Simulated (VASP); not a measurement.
Runs of VASP 6.6.1 on Ga. The structure is that of space group Pm-3m (No. 221), or close to it. The cells are those of the table. This isn't the form of Ga at room conditions, which is orthorhombic.

| task | cell | k mesh | cutoff (eV) | gap on the mesh (eV) | pressure (GPa) |
| --- | --- | --- | --- | --- | --- |
| single point | a = 2.773 Å, 1 atom | 13 × 13 × 13 | 520 | none | (a) |
| single point | a = 2.635 Å, 1 atom | 13 × 13 × 13 | 520 | none | 2.5 |
| single point | a = 2.706 Å, 1 atom | 13 × 13 × 13 | 520 | none | -1.8 |
| single point | a = 2.559 Å, 1 atom | 13 × 13 × 13 | 520 | none | 10.3 |
| single point | a = 2.671 Å, 1 atom | 11 × 11 × 11 | 520 | none | 0.0 |
| single point | a = 2.671 Å, 1 atom | 19 × 19 × 19 | 520 | none | (b) |
| single point | a = 2.740 Å, 1 atom | 13 × 13 × 13 | 520 | none | -3.3 |
| relaxation of cell and atoms | relaxed from a = 2.766 Å, 1 atom | 11 × 11 × 11 | 600 | none | -0.1 |

Alike in all rows: level r2SCAN; potentials or basis VASP PAW PBE potentials, release 64 (Ga_d); no spin polarisation; smearing fermi-dirac 0.1 eV.

Q: Fill in the values left out.

A: (a) -4.8; (b) 0.3.

Caveats: the PAW data sets were made with another functional, which shifts forces and pressure a little; the cell stands under tension (at least some runs); the cell stands under pressure (at least some runs).

A k mesh can miss the band edges, and the runs leave out spin-orbit coupling on Ga.

A gap of «none» marks levels without a gap at the run's occupations.
